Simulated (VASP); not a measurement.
## CdSi2: single point with PBE

The system is CdSi2.

```xyz
6
Lattice="5.2569 0.0000 0.0000 0.0000 5.2569 0.0000 0.0000 0.0000 5.2706" Properties=species:S:1:pos:R:3 pbc="T T T"
Cd    0.0000    0.0000    0.0000
Cd    2.6284    2.6284    2.6353
Si    1.8335    1.8335    0.0000
Si    0.7949    4.4620    2.6353
Si    3.4233    3.4233    0.0000
Si    4.4620    0.7949    2.6353
```

```
Program                : VASP 6.6.1
Task                   : single point
Functional             : PBE
Potentials or basis    : VASP PAW PBE potentials, release 64 (Cd, Si)
Cutoff                 : 520 eV
k mesh                 : 4 × 4 × 6
Occupations            : gaussian, width 0.1 eV
Spin                   : no spin polarisation
Dipole correction      : no
Further INCAR settings : ALGO = Normal; EDIFF = 1e-07; NBANDS = 29
```

```json
{"Pressure": "0.2 GPa", "Largest force": "0.020 eV/Å", "Band gap on the k mesh": "zero (bands 20 and 21 overlap by 1.52 eV)"}
```

Forces in eV/Å, atoms in the order of the input:
```
Cd   0.000  0.000  0.000
Cd   0.000  0.000  0.000
Si   0.014  0.014  0.000
Si  -0.014  0.014  0.000
Si  -0.014 -0.014  0.000
Si   0.014 -0.014  0.000
```

Stress tensor (GPa, compression positive):
```
0.17 0.00 0.00
0.00 0.17 0.00
0.00 0.00 0.36
```

Levels at points of the mesh, in eV from the Fermi level:
```csv
k point,band 16,band 17,band 18,band 19,band 20,band 21,band 22,band 23,band 24,band 25
"(0.00, 0.00, 0.00)",-3.73,-2.08,-0.89,-0.86,-0.30,-0.30,1.95,1.95,1.99,2.27
"(0.50, 0.00, 0.00)",-2.87,-2.59,-2.59,-1.08,-1.08,0.40,0.40,1.82,1.82,2.22
"(0.50, 0.50, 0.00)",-2.75,-2.35,-2.35,-1.53,-1.53,1.01,1.01,2.86,2.86,2.99
"(0.00, 0.00, 0.50)",-4.78,-1.13,-1.13,0.17,0.17,0.63,0.63,1.28,1.28,2.78
"(0.50, 0.00, 0.50)",-2.47,-2.23,-2.23,-0.70,-0.70,-0.55,-0.55,2.39,2.39,3.73
"(0.50, 0.50, 0.50)",-5.26,-3.07,-3.07,0.97,0.97,2.39,2.39,3.37,3.37,3.84
```

Run time: 63 s on 1 thread of Oxide Virtual Turin-like Processor (shared host), peak memory 0.24 GiB.
